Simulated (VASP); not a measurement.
TiB2:

```
Ti B
1.0
     3.06575    0.00000    0.00000
    -1.53287    2.65501    0.00000
     0.00000    0.00000    3.27126
Ti B
1 2
Cartesian
  0.0000 0.0000 0.0000
  0.0000 1.7700 1.6356
  1.5329 0.8850 1.6356
```

| Property | Result |
| --- | --- |
| Program | VASP 6.6.1 |
| Task | relaxation of cell and atoms |
| Functional | LDA |
| Potentials or basis | VASP PAW LDA potentials, release 64 (Ti_sv, B) |
| Cutoff | 600 eV |
| k mesh | 12 × 12 × 10 |
| Occupations | tetrahedron |
| Spin | no spin polarisation |

At the start: pressure -18.9 GPa; volume 8.88 Å³/atom.

**Question.** How do energy, volume and symmetry change on relaxing?

**Answer.** Over 8 steps the energy falls by 43.2 meV/atom and the volume is 8.19 Å³/atom (-7.7 %); space group P6/mmm (No. 191, to 0.1 Å) before and after.

Step by step:
```tsv
step	energy change (eV)	largest force (eV/Å)	pressure (GPa)	volume (Å³)
1	0.0000	0.0000	-18.94	26.63
2	0.0047	0.0000	24.89	22.78
3	-0.1275	0.0000	-0.26	24.63
4	-0.1275	0.0000	0.17	24.59
5	-0.1297	0.0000	0.20	24.55
6	-0.1297	0.0000	0.20	24.55
7	-0.1297	0.0000	-0.17	24.58
8	-0.1297	0.0000	-0.01	24.57
```

Final structure:
```
CELL_PARAMETERS angstrom
2.99739 0.00000 0.00000
-1.49869 2.59581 0.00000
0.00000 0.00000 3.15756
ATOMIC_POSITIONS crystal
Ti 0.00000 0.00000 0.00000
B 0.33333 0.66667 0.50000
B 0.66667 0.33333 0.50000
```

Caveat: tetrahedron occupations give inexact forces and stress in metals.
